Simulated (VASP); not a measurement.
# HfSiO4 (I4_1/amd) in VASP: single point with PBE

Aim: the single point of HfSiO4 with PBE.

Everything below comes from runs of VASP 6.6.1. Logs are shortened: lines on timing, memory, paths and dates and some standing lists are left out, and cuts for length are marked.

### Step 1. The cell of the first run

The structure is tetragonal, space group I4_1/amd (No. 141). Conventional cell: a = 6.645 Å, b = 6.645 Å, c = 6.015 Å, α = 90.00°, β = 90.00°, γ = 90.00°. Within 2.8 Å of Hf (site symmetry -4m2) lie 8 O at 2.14 to 2.28 Å. Within 2.2 Å of Si (site symmetry -4m2) lie 4 O at 1.64 Å. Within 2.3 Å of O (site symmetry m) lie 1 Si at 1.64 Å and 2 Hf at 2.14 to 2.28 Å.

### Step 2. Single point, PBE

The input, INCAR:

```
SYSTEM = HfSiO4
PREC     = Accurate       ! precision mode
ENCUT    = 520            ! plane-wave cutoff, eV
EDIFF    = 1E-6           ! SCF threshold, eV
ISMEAR   = 0              ! smearing method
SIGMA    = 0.02           ! smearing width, eV
LREAL    = Auto         
LASPH    = .True.         ! aspherical terms in the spheres
NELM     = 80             ! most SCF steps
ALGO     = Normal         ! electronic algorithm
ISIF     = 2              ! what is computed and relaxed
LWAVE    = .False.        ! write WAVECAR
LCHARG   = .True.         ! write CHGCAR
GGA      = PE             ! functional
LELF     = .True.         ! ELF
LVHAR    = .True.       
NBANDS   = 138            ! bands
```

The input, KPOINTS:

```
Automatic mesh
0
Gamma
  2 2 2
  0 0 0
```

The input, POSCAR:

```
HfSiO4
1.0
    0.0000000000     -6.6449050372      0.0000000000
    6.6449050372      0.0000000000      0.0000000000
   -3.3224525186      3.3224525186      9.0224219439
Hf Si O
6 6 24
Direct
    0.0000000000      0.0000000000      0.0000000000
    0.6666666667      0.6666666667      0.3333333333
    0.3333333333      0.3333333333      0.6666666667
    0.5833333333      0.0833333333      0.1666666667
    0.2500000000      0.7500000000      0.5000000000
    0.9166666667      0.4166666667      0.8333333333
    0.0833333333      0.5833333333      0.1666666667
    0.7500000000      0.2500000000      0.5000000000
    0.4166666667      0.9166666667      0.8333333333
    0.1666666667      0.1666666667      0.3333333333
    0.8333333333      0.8333333333      0.6666666667
    0.5000000000      0.5000000000      0.0000000000
    0.6238553626      0.4396462982      0.8792925965
    0.2905220293      0.1063129649      0.2126259298
    0.9571886960      0.7729796316      0.5459592631
    0.0229796316      0.7071886960      0.0459592631
    0.6896462982      0.3738553626      0.3792925965
    0.3563129649      0.0405220293      0.7126259298
    0.0229796316      0.3387705672      0.0459592631
    0.6896462982      0.0054372338      0.3792925965
    0.3563129649      0.6721039005      0.7126259298
    0.9221039005      0.1063129649      0.2126259298
    0.5887705672      0.7729796316      0.5459592631
    0.2554372338      0.4396462982      0.8792925965
    0.5603537018      0.3761446374      0.1207074035
    0.2270203684      0.0428113040      0.4540407369
    0.8936870351      0.7094779707      0.7873740702
    0.9594779707      0.6436870351      0.2873740702
    0.6261446374      0.3103537018      0.6207074035
    0.2928113040      0.9770203684      0.9540407369
    0.3278960995      0.6436870351      0.2873740702
    0.9945627662      0.3103537018      0.6207074035
    0.6612294328      0.9770203684      0.9540407369
    0.2270203684      0.4112294328      0.4540407369
    0.8936870351      0.0778960995      0.7873740702
    0.5603537018      0.7445627662      0.1207074035
```

Potentials or basis: VASP PAW PBE potentials, release 64 (Hf_pv, Si, O).

The run is started by

```
$ cat potpaw_PBE.64/Hf_pv/POTCAR potpaw_PBE.64/Si/POTCAR potpaw_PBE.64/O/POTCAR > POTCAR
$ mpirun -np 1 vasp_std > vasp.out
```

OUTCAR:

```text
SYSTEM = HfSiO4
   PREC = Accurate
   ENCUT = 520
   EDIFF = 1E-6
   ISMEAR = 0
   LREAL = Auto
   LASPH = .True.
   NELM = 80
   ISIF = 2
   GGA = PE

 ion  position               nearest neighbor table
   1  0.000  0.000  0.000-  16 2.14  30 2.14  19 2.14  33 2.14  27 2.28  14 2.28  22 2.28  35 2.28
                            10 3.01  11 3.01   4 3.65   6 3.65   6 3.65   4 3.65
   2  0.667  0.667  0.333-  20 2.14  28 2.14  31 2.14  17 2.14  36 2.28  25 2.28  15 2.28  23 2.28
                            12 3.01  11 3.01   4 3.65   5 3.65   4 3.65   5 3.65
   3  0.333  0.333  0.667-  32 2.14  18 2.14  21 2.14  29 2.14  24 2.28  13 2.28  26 2.28  34 2.28
                            12 3.01  10 3.01   6 3.65   5 3.65   6 3.65   5 3.65
   4  0.583  0.083  0.167-  36 2.14  14 2.14  22 2.14  25 2.14  20 2.28  17 2.28  30 2.28  33 2.28
                             8 3.01   9 3.01   2 3.65   1 3.65   2 3.65   1 3.65
   5  0.250  0.750  0.500-  15 2.14  26 2.14  23 2.14  34 2.14  21 2.28  28 2.28  31 2.28  18 2.28
                             7 3.01   9 3.01   3 3.65   2 3.65   3 3.65   2 3.65
   6  0.917  0.417  0.833-  24 2.14  27 2.14  35 2.14  13 2.14  32 2.28  29 2.28  16 2.28  19 2.28
                             8 3.01   7 3.01   3 3.65   1 3.65   3 3.65   1 3.65
   7  0.083  0.583  0.167-  28 1.64  19 1.64  31 1.64  16 1.64   5 3.01   6 3.01
   8  0.750  0.250  0.500-  17 1.64  29 1.64  20 1.64  32 1.64   4 3.01   6 3.01
   9  0.417  0.917  0.833-  18 1.64  33 1.64  21 1.64  30 1.64   5 3.01   4 3.01
  10  0.167  0.167  0.333-  14 1.64  34 1.64  22 1.64  26 1.64   1 3.01   3 3.01
  11  0.833  0.833  0.667-  27 1.64  23 1.64  35 1.64  15 1.64   1 3.01   2 3.01
[... 32 lines left out ...]
 A1 = (  -3.3224525186,  -3.3224525186,  -9.0224219439)
 A2 = (   3.3224525186,   3.3224525186,  -9.0224219439)
 A3 = (   3.3224525186,  -3.3224525186,   9.0224219439)

Analysis of symmetry for initial positions (statically):
=====================================================================
 Subroutine PRICEL returns following result:

  LATTYP: Found a body centered tetragonal cell.
 ALAT       =     6.6449050362
 C/A-ratio  =     0.9051969788

  Lattice vectors:

 A1 = (  -3.3224525189,  -3.3224525183,  -3.0074739810)
 A2 = (   3.3224525193,   3.3224525179,  -3.0074739819)
 A3 = (   3.3224525179,  -3.3224525179,   3.0074739819)

   3 primitive cells build up your supercell.

 Routine SETGRP: Setting up the symmetry group for a
 body centered tetragonal supercell.

 Subroutine GETGRP returns: Found 16 space group operations
 (whereof  8 operations were pure point group operations)
 out of a pool of 16 trial point group operations.

The static configuration has the point symmetry D_2d.
 The point group associated with its full space group is D_4h.
[... 133 lines left out ...]
   TEBEG  =    0.0;   TEEND  =   0.0 temperature during run
   PSTRESS=    0.0 pullay stress
   NELECT =     228.0000    total number of electrons
   NUPDOWN=      -1.0000    fix difference up-down
   EMIN   =  10.00;   EMAX   =-10.00  energy-range for DOS
   EFERMI =   0.00;   METHOD = LEGACY
   ISMEAR =     0;   SIGMA  =   0.02  broadening in eV -4-tet -1-fermi 0-gaus
   EFERMI_NEDOS =   21; number of points for ismear=-14 and -15
   IALGO  =     38    algorithm
   IMIX   =      4    mixing-type and parameters
     AMIX     =   0.40;   BMIX     =  1.00
     AMIX_MAG =   1.60;   BMIX_MAG =  1.00
  volume/ion in A,a.u.               =      11.07        74.68
  Fermi-wavevector in a.u.,A,eV,Ry     =   1.359209  2.568532 25.136068  1.847449
  Thomas-Fermi vector in A             =   2.485976
   LORBIT       =      0    0 simple, 1 ext, 2 COOP (PROOUT), +10 PAW based schemes
   GGA     = PE    functional components
   LHFCALC =     F    Hartree Fock is set to
   AEXX    =    0.0000 exact exchange contribution
   IVDW    =     0    specifies the selected vdW correction
   LEPSILON=     F    determine dielectric tensor
   LRPA    =     F    only Hartree local field effects (RPA)
 non-spin polarized calculation
 Gauss-broadening in eV      SIGMA  =   0.02
  energy-cutoff  :      520.00
  volume of cell :      398.38
 maximum number of plane-waves:     10770
 NGX is ok and might be reduce to    50
   NGX = 25   NGY = 25   NGZ = 37

 number of electron     227.9999990 magnetization

 Free energy of the ion-electron system (eV)
  ---------------------------------------------------
  ext. energy  EPLUGINS =         0.00000000
  ---------------------------------------------------
  free energy    TOTEN  =      -325.93814888 eV

  energy without entropy =     -325.93814888  energy(sigma->0) =     -325.93814888

 E-fermi :   3.1673     XC(G=0): -10.9391

 val. band max:        3.0578758228   @ k =   0.0000   0.0000   0.0000
 cond. band min:       8.3254589835   @ k =   0.5000   0.5000  -0.0000
 fundamental gap:      5.2675831607
 Fermi energy:         3.1672718612

 k-point     1 :       0.0000    0.0000    0.0000
  band No.  band energies     occupation
      1     -26.4204      2.00000
      2     -26.4204      2.00000
      3     -26.4204      2.00000
      4     -26.4204      2.00000
      5     -26.4119      2.00000
      6     -26.4119      2.00000
[... 505 lines left out ...]
    125       9.4323      0.00000
    126       9.4323      0.00000
 [bands above 126 left out]

------------------------ aborting loop because EDIFF is reached ----------------------------------------

  FORCE on cell =-STRESS in cart. coord.  units (eV):
  Direction    XX          YY          ZZ          XY          YZ          ZX
  --------------------------------------------------------------------------------------
  -------------------------------------------------------------------------------------
  Total       -4.2586469     -4.2586469     -3.5122798      0.0000000      0.0000000      0.0000000
  in kB      -17.1270089    -17.1270089    -14.1253428      0.0000000      0.0000000      0.0000000
  external PRESSURE =     -16.1264535 kB  Pullay stress =       0.0000000 kB

 VOLUME and BASIS-vectors are now :
 -----------------------------------------------------------------------------
  energy-cutoff  :      520.00
  volume of cell :      398.38
      direct lattice vectors                 reciprocal lattice vectors
     0.000000000 -6.644905037  0.000000000     0.000000000 -0.150491240  0.055417492
     6.644905037  0.000000000  0.000000000     0.150491240  0.000000000  0.055417492
    -3.322452519  3.322452519  9.022421944     0.000000000  0.000000000  0.110834985

 POSITION                                       TOTAL-FORCE (eV/Angst)
 -----------------------------------------------------------------------------------
      0.00000      0.00000      0.00000         0.000000      0.000000     -0.000000
      3.32245     -3.32245      3.00747         0.000000      0.000000     -0.000000
     -0.00000      0.00000      6.01495         0.000000      0.000000     -0.000000
     -0.00000     -3.32245      1.50374         0.000000      0.000000     -0.000000
      3.32245      0.00000      4.51121         0.000000      0.000000     -0.000000
      0.00000     -3.32245      7.51868         0.000000      0.000000     -0.000000
[... 28 lines left out ...]
     -2.09840     -3.32245      7.10402         0.129578      0.000000      0.116369
      4.54650     -3.32245      1.08907         0.129578      0.000000      0.116369
 -----------------------------------------------------------------------------------
    total drift:                               -0.000000      0.000000      0.000000

  FREE ENERGIE OF THE ION-ELECTRON SYSTEM (eV)
  ---------------------------------------------------
  free  energy   TOTEN  =      -325.9381488839 eV

  energy  without entropy=     -325.9381488839  energy(sigma->0) =     -325.93814888
```

OSZICAR:

```text
N       E                     dE             d eps       ncg     rms          rms(c)
DAV:   1     0.153846079769E+04    0.15385E+04   -0.12719E+05  1104   0.161E+03
DAV:   2    -0.264792149030E+03   -0.18033E+04   -0.17592E+04  1344   0.404E+02
DAV:   3    -0.375044948348E+03   -0.11025E+03   -0.10973E+03  1264   0.970E+01
DAV:   4    -0.377042934792E+03   -0.19980E+01   -0.19900E+01  1328   0.138E+01
DAV:   5    -0.377088854206E+03   -0.45919E-01   -0.45845E-01  1304   0.192E+00    0.117E+02
DAV:   6    -0.325887270395E+03    0.51202E+02   -0.24079E+02  1296   0.402E+01    0.978E+01
DAV:   7    -0.325967559566E+03   -0.80289E-01   -0.14472E+01  1296   0.102E+01    0.657E+01
DAV:   8    -0.326070475381E+03   -0.10292E+00   -0.18341E+00  1288   0.446E+00    0.172E+01
DAV:   9    -0.325938036667E+03    0.13244E+00   -0.73042E-01  1272   0.253E+00    0.388E+00
DAV:  10    -0.325938421724E+03   -0.38506E-03   -0.42352E-02  1296   0.682E-01    0.967E-01
DAV:  11    -0.325937794229E+03    0.62750E-03   -0.49895E-03  1280   0.224E-01    0.195E-01
DAV:  12    -0.325937984115E+03   -0.18989E-03   -0.31108E-04  1312   0.503E-02    0.209E-01
DAV:  13    -0.325938147904E+03   -0.16379E-03   -0.18587E-04  1264   0.414E-02    0.319E-02
DAV:  14    -0.325938147536E+03    0.36791E-06   -0.11973E-05  1256   0.101E-02    0.142E-02
DAV:  15    -0.325938148806E+03   -0.12701E-05   -0.33013E-06  1016   0.557E-03    0.562E-03
DAV:  16    -0.325938148884E+03   -0.78046E-07   -0.36084E-07   720   0.187E-03
   1 F= -.32593815E+03 E0= -.32593815E+03  d E =-.143161E-15
```

stdout:

```text
POSCAR found type information on POSCAR HfSiO
 POSCAR found :  3 types and      36 ions
 scaLAPACK will be used
 LDA part: xc-table for (Slater+PW92), standard interpolation
 POSCAR, INCAR and KPOINTS ok, starting setup
 FFT: planning ... GRIDC
 FFT: planning ... GRID_SOFT
 FFT: planning ... GRID
 WAVECAR not read
 entering main loop
```

It took 4.2 min on 1 thread of Intel Xeon 6975P-C (Granite Rapids), shared host; peak memory 0.53 GiB.

Results:

| Quantity | Value |
| --- | --- |
| Free energy | -325.9381 eV |
| Pressure | -1.6 GPa |
| Largest force | 0.174 eV/Å |
| Band gap on the k mesh | 5.27 eV |

Forces in eV/Å, atoms in the order of the input:
```
Hf   0.000  0.000  0.000
Hf   0.000  0.000  0.000
Hf   0.000  0.000  0.000
Hf   0.000  0.000  0.000
Hf   0.000  0.000  0.000
Hf   0.000  0.000  0.000
Si   0.000  0.000  0.000
Si   0.000  0.000  0.000
Si   0.000  0.000  0.000
Si   0.000  0.000  0.000
Si   0.000  0.000  0.000
Si   0.000  0.000  0.000
O    0.000 -0.130 -0.116
O    0.000 -0.130 -0.116
O    0.000 -0.130 -0.116
O    0.130  0.000 -0.116
O    0.130  0.000 -0.116
O    0.130  0.000 -0.116
O   -0.130  0.000 -0.116
O   -0.130  0.000 -0.116
O   -0.130  0.000 -0.116
O    0.000  0.130 -0.116
O    0.000  0.130 -0.116
O    0.000  0.130 -0.116
O   -0.130  0.000  0.116
O   -0.130  0.000  0.116
O   -0.130  0.000  0.116
O    0.000  0.130  0.116
O    0.000  0.130  0.116
O    0.000  0.130  0.116
O    0.000 -0.130  0.116
O    0.000 -0.130  0.116
O    0.000 -0.130  0.116
O    0.130  0.000  0.116
O    0.130  0.000  0.116
O    0.130  0.000  0.116
```

Stress tensor (GPa, compression positive):
```
-1.71  0.00  0.00
 0.00 -1.71  0.00
 0.00  0.00 -1.41
```

Caveat: the k points lie up to 0.50 Å⁻¹ apart; spin-orbit coupling is left out, which moves the levels of the heavy elements.
